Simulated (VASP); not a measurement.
# WF3 in VASP: further runs

Runs on WF3. Level: PBE. Tasks: single point.

Everything below comes from runs of VASP 6.6.1. Logs are shortened: lines on timing, memory, paths and dates and some standing lists are left out, and cuts for length are marked.

**1. The cell of the first run**

The typed cell holds 8 atoms: a = 5.866 Å, b = 5.866 Å, c = 5.866 Å, α = 60.00°, β = 60.00°, γ = 60.00°.

**2. Single point, PBE, collinear spin, ferromagnetic start**

INCAR

```
SYSTEM = WF3
PREC     = Accurate       ! precision mode
ENCUT    = 520            ! plane-wave cutoff, eV
EDIFF    = 1E-7           ! SCF threshold, eV
ISMEAR   = 0              ! smearing method
SIGMA    = 0.1            ! smearing width, eV
LREAL    = .False.        ! projectors in reciprocal space
LASPH    = .True.         ! aspherical terms in the spheres
NELM     = 150            ! most SCF steps
ALGO     = Normal         ! electronic algorithm
ISIF     = 2              ! what is computed and relaxed
LWAVE    = .False.        ! write WAVECAR
LCHARG   = .False.        ! write CHGCAR
ISPIN    = 2              ! spin polarisation
MAGMOM   = 1.63 1.63 0.1 0.1 0.1 0.1 0.1 0.1 ! initial moments
LORBIT   = 11             ! projections on sites
LMAXMIX  = 4              ! l up to which the mixer works
GGA      = PE             ! functional
NBANDS   = 49             ! bands
```

KPOINTS

```
Automatic mesh
0
Gamma
  4 4 4
  0 0 0
```

POSCAR

```
WF3
1.0
    0.0000000000      4.1478022613      4.1478022613
    4.1478022613      0.0000000000      4.1478022613
    4.1478022613      4.1478022613      0.0000000000
W F
2 6
Direct
    0.5000000000      0.5000000000      0.5000000000
    0.0000000000      0.0000000000      0.0000000000
    0.7500218368      0.2499781632      0.7500218368
    0.2499781632      0.2499781632      0.7500218368
    0.2499781632      0.7500218368      0.2499781632
    0.2499781632      0.7500218368      0.7500218368
    0.7500218368      0.2499781632      0.2499781632
    0.7500218368      0.7500218368      0.2499781632
```

Potentials or basis: VASP PAW PBE potentials, release 64 (W_sv, F).

The run is started by

```
$ cat potpaw_PBE.64/W_sv/POTCAR potpaw_PBE.64/F/POTCAR > POTCAR
$ mpirun -np 1 vasp_std > vasp.out
```

OUTCAR:

```text
SYSTEM = WF3
   PREC = Accurate
   ENCUT = 520
   EDIFF = 1E-7
   ISMEAR = 0
   LREAL = .False.
   LASPH = .True.
   NELM = 150
   ISIF = 2
   ISPIN = 2
   LORBIT = 11
   GGA = PE

 ion  position               nearest neighbor table
   1  0.500  0.500  0.500-   3 2.07   4 2.07   5 2.07   6 2.07   7 2.07   8 2.07
   2  0.000  0.000  0.000-   3 2.07   4 2.07   5 2.07   6 2.07   7 2.07   8 2.07
   3  0.750  0.250  0.750-   2 2.07   1 2.07
   4  0.250  0.250  0.750-   2 2.07   1 2.07
   5  0.250  0.750  0.250-   2 2.07   1 2.07
   6  0.250  0.750  0.750-   2 2.07   1 2.07
   7  0.750  0.250  0.250-   2 2.07   1 2.07
   8  0.750  0.750  0.250-   2 2.07   1 2.07

  LATTYP: Found a face centered cubic cell.
 ALAT       =     8.2956045226

  Lattice vectors:

 A1 = (   0.0000000000,   4.1478022613,   4.1478022613)
 A2 = (   4.1478022613,   0.0000000000,   4.1478022613)
 A3 = (   4.1478022613,   4.1478022613,   0.0000000000)

Analysis of symmetry for initial positions (statically):
=====================================================================
 Subroutine PRICEL returns:
 Original cell was already a primitive cell.

 Routine SETGRP: Setting up the symmetry group for a
 face centered cubic supercell.

 Subroutine GETGRP returns: Found 48 space group operations
 (whereof 48 operations were pure point group operations)
 out of a pool of 48 trial point group operations.

The static configuration has the point symmetry O_h .

Analysis of symmetry for dynamics (positions and initial velocities):
=====================================================================
 Subroutine PRICEL returns:
 Original cell was already a primitive cell.

 Routine SETGRP: Setting up the symmetry group for a
 face centered cubic supercell.

 Subroutine GETGRP returns: Found 48 space group operations
 (whereof 48 operations were pure point group operations)
 out of a pool of 48 trial point group operations.

The dynamic configuration has the point symmetry O_h .

Analysis of structural, dynamic, and magnetic symmetry:
=====================================================================
 Subroutine PRICEL returns:
 Original cell was already a primitive cell.

 Routine SETGRP: Setting up the symmetry group for a
 face centered cubic supercell.

 Subroutine GETGRP returns: Found 48 space group operations
 (whereof 48 operations were pure point group operations)
 out of a pool of 48 trial point group operations.

The overall configuration has the point symmetry O_h .

 Subroutine INISYM returns: Found 48 space group operations
 (whereof 48 operations are pure point group operations),
 and found     1 'primitive' translations

----------------------------------------------------------------------------------------

                                     Primitive cell

  volume of cell :     142.7198

  direct lattice vectors                    reciprocal lattice vectors
     0.000000000  4.147802261  4.147802261    -0.120545766  0.120545766  0.120545766
     4.147802261  0.000000000  4.147802261     0.120545766 -0.120545766  0.120545766
     4.147802261  4.147802261  0.000000000     0.120545766  0.120545766 -0.120545766

  length of vectors
     5.865878212  5.865878212  5.865878212     0.208791391  0.208791391  0.208791391

  position of ions in fractional coordinates (direct lattice)
     0.500000000  0.500000000  0.500000000
     0.000000000  0.000000000  0.000000000
     0.750021837  0.249978163  0.750021837
     0.249978163  0.249978163  0.750021837
     0.249978163  0.750021837  0.249978163
     0.249978163  0.750021837  0.750021837
     0.750021837  0.249978163  0.249978163
     0.750021837  0.750021837  0.249978163

  ion indices of the primitive-cell ions
   primitive index   ion index
                 1           1
                 2           2
[... 40 lines left out ...]
 -0.250000  0.250000  0.000000     12.000000
  0.500000  0.500000  0.000000      3.000000
 -0.250000  0.500000  0.250000      6.000000
   k-points           NKPTS =      8   k-points in BZ     NKDIM =      8   number of bands    NBANDS=     49
   number of dos      NEDOS =    301   number of ions     NIONS =      8
   total plane-waves  NPLWV = 110592
   dimension x,y,z NGX =    48 NGY =   48 NGZ =   48
   dimension x,y,z NGXF=    96 NGYF=   96 NGZF=   96
   ions per type =               2   6
   NGX,Y,Z   is equivalent  to a cutoff of  13.60, 13.60, 13.60 a.u.
   NGXF,Y,Z  is equivalent  to a cutoff of  27.21, 27.21, 27.21 a.u.
 SYSTEM =  WF3
   PREC   = accura    normal or accurate (medium, high low for compatibility)
   ISTART =      0    job   : 0-new  1-cont  2-samecut
   ICHARG =      2    charge: 1-file 2-atom 10-const
   ISPIN  =      2    spin polarized calculation?
   LNONCOLLINEAR =      F non collinear calculations
   LSORBIT =      F    spin-orbit coupling
   LASPH  =      T    aspherical Exc in radial PAW
   ENCUT  =  520.0 eV  38.22 Ry    6.18 a.u.  10.91 10.91 10.91*2*pi/ulx,y,z
   NELM   =    150;   NELMIN=  2; NELMDL= -5     # of ELM steps
   EDIFF  = 0.1E-06   stopping-criterion for ELM
   LREAL  =      F    real-space projection
   EDIFFG = 0.1E-05   stopping-criterion for IOM
   NSW    =      0    number of steps for IOM
   IBRION =     -1    ionic relax: 0-MD 1-quasi-New 2-CG
   NFREE  =      0    steps in history (QN), initial steepest desc. (CG)
   ISIF   =      2    stress and relaxation
   ISYM   =      2    0-nonsym 1-usesym 2-fastsym
   POTIM  = 0.5000    time-step for ionic-motion
   TEBEG  =    0.0;   TEEND  =   0.0 temperature during run
   PSTRESS=    0.0 pullay stress
   NELECT =      70.0000    total number of electrons
   NUPDOWN=      -1.0000    fix difference up-down
   EMIN   =  10.00;   EMAX   =-10.00  energy-range for DOS
   EFERMI =   0.00;   METHOD = LEGACY
   ISMEAR =     0;   SIGMA  =   0.10  broadening in eV -4-tet -1-fermi 0-gaus
   EFERMI_NEDOS =   21; number of points for ismear=-14 and -15
   IALGO  =     38    algorithm
   IMIX   =      4    mixing-type and parameters
     AMIX     =   0.40;   BMIX     =  1.00
     AMIX_MAG =   1.60;   BMIX_MAG =  1.00
  volume/ion in A,a.u.               =      17.84       120.39
  Fermi-wavevector in a.u.,A,eV,Ry     =   1.291059  2.439748 22.678649  1.666834
  Thomas-Fermi vector in A             =   2.422852
   LORBIT       =     11    0 simple, 1 ext, 2 COOP (PROOUT), +10 PAW based schemes
   GGA     = PE    functional components
   LHFCALC =     F    Hartree Fock is set to
   AEXX    =    0.0000 exact exchange contribution
   IVDW    =     0    specifies the selected vdW correction
   LEPSILON=     F    determine dielectric tensor
   LRPA    =     F    only Hartree local field effects (RPA)
 spin polarized calculation
 Gauss-broadening in eV      SIGMA  =   0.10
  energy-cutoff  :      520.00
  volume of cell :      142.72
 maximum number of plane-waves:      3860
 NGX is ok and might be reduce to    48

 number of electron      70.0000021 magnetization       5.9832864

 Free energy of the ion-electron system (eV)
  ---------------------------------------------------
  ext. energy  EPLUGINS =         0.00000000
  ---------------------------------------------------
  free energy    TOTEN  =       -51.10771702 eV

  energy without entropy =      -51.10528206  energy(sigma->0) =      -51.10649954

 E-fermi :   3.0864     XC(G=0):  -8.2413

 val. band max:        2.9811446721   @ k =   0.0000   0.0000   0.0000
 cond. band min:       3.1863253455   @ k =   0.0000   0.0000   0.0000
 fundamental gap:      0.2051806734
 Fermi energy:         3.0864376025

 spin component 1

 k-point     1 :       0.0000    0.0000    0.0000
  band No.  band energies     occupation
      1     -73.2904      1.00000
      2     -73.2865      1.00000
      3     -37.7771      1.00000
      4     -37.7771      1.00000
      5     -37.7769      1.00000
      6     -37.7229      1.00000
[... 389 lines left out ...]
     46       7.9976      0.00000
     47      11.0567      0.00000
 Fermi energy:         3.0864376025

 spin component 2

 k-point     1 :       0.0000    0.0000    0.0000
  band No.  band energies     occupation
      1     -72.1128      1.00000
      2     -72.1090      1.00000
      3     -36.2165      1.00000
      4     -36.2165      1.00000
      5     -36.2165      1.00000
      6     -36.1503      1.00000
[... 389 lines left out ...]
     46       8.7527      0.00000
     47      11.8658      0.00000
 [bands above 47 left out]

------------------------ aborting loop because EDIFF is reached ----------------------------------------

  FORCE on cell =-STRESS in cart. coord.  units (eV):
  Direction    XX          YY          ZZ          XY          YZ          ZX
  --------------------------------------------------------------------------------------
  -------------------------------------------------------------------------------------
  Total        0.8722223      0.8722223      0.8722223     -0.0000000      0.0000000     -0.0000000
  in kB        9.7915993      9.7915993      9.7915993     -0.0000000      0.0000000     -0.0000000
  external PRESSURE =       9.7915993 kB  Pullay stress =       0.0000000 kB

 VOLUME and BASIS-vectors are now :
 -----------------------------------------------------------------------------
  energy-cutoff  :      520.00
  volume of cell :      142.72
      direct lattice vectors                 reciprocal lattice vectors
     0.000000000  4.147802261  4.147802261    -0.120545766  0.120545766  0.120545766
     4.147802261  0.000000000  4.147802261     0.120545766 -0.120545766  0.120545766
     4.147802261  4.147802261  0.000000000     0.120545766  0.120545766 -0.120545766

 POSITION                                       TOTAL-FORCE (eV/Angst)
 -----------------------------------------------------------------------------------
      4.14780      4.14780      4.14780         0.000000      0.000000     -0.000000
      0.00000      0.00000      0.00000         0.000000     -0.000000      0.000000
      4.14780      6.22188      4.14780         0.000000     -0.005897      0.000000
      4.14780      4.14780      2.07372         0.000000      0.000000      0.005897
      4.14780      2.07372      4.14780         0.000000      0.005897      0.000000
      6.22188      4.14780      4.14780        -0.005897      0.000000      0.000000
      2.07372      4.14780      4.14780         0.005897      0.000000      0.000000
      4.14780      4.14780      6.22188         0.000000      0.000000     -0.005897
 -----------------------------------------------------------------------------------
    total drift:                               -0.000000     -0.000000      0.000000

  FREE ENERGIE OF THE ION-ELECTRON SYSTEM (eV)
  ---------------------------------------------------
  free  energy   TOTEN  =       -51.1077170202 eV

  energy  without entropy=      -51.1052820586  energy(sigma->0) =      -51.10649954

 total charge

# of ion       s       p       d       tot
------------------------------------------
    1        2.188   6.185   3.279  11.651
    2        2.188   6.185   3.279  11.652
    3        1.728   4.381   0.000   6.109
    4        1.728   4.381   0.000   6.109
    5        1.728   4.381   0.000   6.109
    6        1.728   4.381   0.000   6.109
    7        1.728   4.381   0.000   6.109
    8        1.728   4.381   0.000   6.109
--------------------------------------------------
tot         14.745  38.657   6.558  59.960

 magnetization (x)

# of ion       s       p       d       tot
------------------------------------------
    1        0.018   0.014   2.361   2.393
    2        0.018   0.014   2.361   2.393
    3       -0.001   0.070   0.000   0.070
    4       -0.001   0.070   0.000   0.070
    5       -0.001   0.070   0.000   0.070
    6       -0.001   0.070   0.000   0.070
    7       -0.001   0.070   0.000   0.070
    8       -0.001   0.070   0.000   0.070
--------------------------------------------------
tot          0.032   0.449   4.722   5.203
```

Wall time 3.3 min (1 thread of Intel Xeon 6975P-C, shared host); peak memory 0.43 GiB.

Results:

```
Free energy                                           : -51.1077 eV
Pressure                                              : 1.0 GPa
Band gap on the k mesh                                : 0.21 eV
Net moment                                            : 5.98 μB per cell
Site moments                                          : W +2.39; F +0.07 μB
Valence electrons inside the program's atomic spheres : W 11.65; F 6.11
```

Caveat: spin-orbit coupling is left out, which moves the levels of the heavy elements.

**3. Single point, PBE, collinear spin, ferromagnetic start**

This run uses another cell than the first one: it holds 4 atoms, not 8.

INCAR

```
  PREC = Accurate
  ENCUT = 520
  EDIFF = 1E-7
  ISMEAR = 0
  SIGMA = 0.01
  LREAL = F
  LASPH = T
  NELM = 150
  ALGO = Normal
  ISIF = 2
  LWAVE = F
  LCHARG = F
  ISPIN = 2
  MAGMOM = 1.63 0 0 0
  LORBIT = 11
  LMAXMIX = 4
  GGA = PE
  NBANDS = 30
```

KPOINTS

```
Automatic mesh
0
Gamma
  8 8 8
```

POSCAR

```
WF3
1.0
    4.1522300903      0.0000000000      0.0000000000
    0.0000000000      4.1522300903      0.0000000000
    0.0000000000      0.0000000000      4.1522300903
W F
1 3
Direct
    0.0000000000      0.0000000000      0.0000000000
    0.0000000000      0.5000000000      0.0000000000
    0.0000000000      0.0000000000      0.5000000000
    0.5000000000      0.0000000000      0.0000000000
```

Potentials or basis: VASP PAW PBE potentials, release 64 (W_sv, F).

The run is started by

```
$ cat potpaw_PBE.64/W_sv/POTCAR potpaw_PBE.64/F/POTCAR > POTCAR
$ mpirun -np 1 vasp_std > vasp.out
```

Run time: 1.8 min. Hardware: 1 thread of Intel Xeon 6975P-C, shared host; peak memory 0.27 GiB.

It converged, with:

- Free energy: -25.5551 eV
- Pressure: 0.7 GPa
- Band gap on the k mesh: 0.23 eV, indirect (least direct gap 1.10 eV)
- Net moment: 3.00 μB per cell
- Site moments: W +2.40; F +0.07 μB
- Valence electrons inside the program's atomic spheres: W 11.65; F 6.11

Levels at points of the mesh, in eV from the valence-band top:
Spin up:
| k point | band 17 | band 18 | band 19 | band 20 | band 21 | band 22 |
| --- | --- | --- | --- | --- | --- | --- |
| (0.00, 0.00, 0.00) | -2.18 | -2.18 | -2.18 | 0.45 | 0.56 | 0.56 |
| (0.50, 0.00, 0.00) | -2.14 | -0.93 | -0.93 | 0.59 | 1.28 | 3.91 |
| (0.50, 0.50, 0.00) | -0.90 | -0.90 | -0.03 | 1.07 | 4.54 | 5.94 |
| (0.50, 0.50, 0.50) | 0.00 | 0.00 | 0.00 | 4.55 | 4.55 | 5.65 |
Spin down:
| k point | band 14 | band 15 | band 16 | band 17 | band 18 | band 19 |
| --- | --- | --- | --- | --- | --- | --- |
| (0.00, 0.00, 0.00) | -6.59 | -6.59 | -6.59 | 0.23 | 0.23 | 0.23 |
| (0.50, 0.00, 0.00) | -6.68 | -6.65 | -6.65 | 0.27 | 1.29 | 1.29 |
| (0.50, 0.50, 0.00) | -6.89 | -6.89 | -6.09 | 1.34 | 1.34 | 2.12 |
| (0.50, 0.50, 0.50) | -6.09 | -6.09 | -6.09 | 2.21 | 2.21 | 2.21 |

Caveat: spin-orbit coupling is left out, which moves the levels of the heavy elements.
